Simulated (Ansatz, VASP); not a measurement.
Two plane-wave programs on GaN

```
Ga N
1.0
     0.00000    2.22622    2.22622
     2.22622    0.00000    2.22622
     2.22622    2.22622    0.00000
Ga N
1 1
Direct
  0.00000 0.00000 0.00000
  0.75000 0.75000 0.75000
```

Alike in both runs: task single point; functional r2SCAN; k mesh 10 × 10 × 10; occupations gaussian, width 0.02 eV; no spin polarisation.

```csv
,VASP,Ansatz
version,VASP 6.6.1,Ansatz 0.2.0
potentials or method,"VASP PAW PBE potentials, release 64 (Ga_d, N_h), cutoff 910 eV","scalar-relativistic, plane waves, PAW"
valence electrons in the cell,18,18
```

```csv
,VASP,Ansatz,Ansatz less VASP
gap on the k mesh at the Fermi level (eV),2.36,2.37,+0.013
least direct gap on the mesh (eV),2.36,2.37,+0.013
```

VASP's potentials were made for PBE, not for r2SCAN. With one functional, cell and mesh, what is left measures potentials, basis and numerics.

Noted on VASP's run: the cutoff is short for stress, so the pressure is rough.
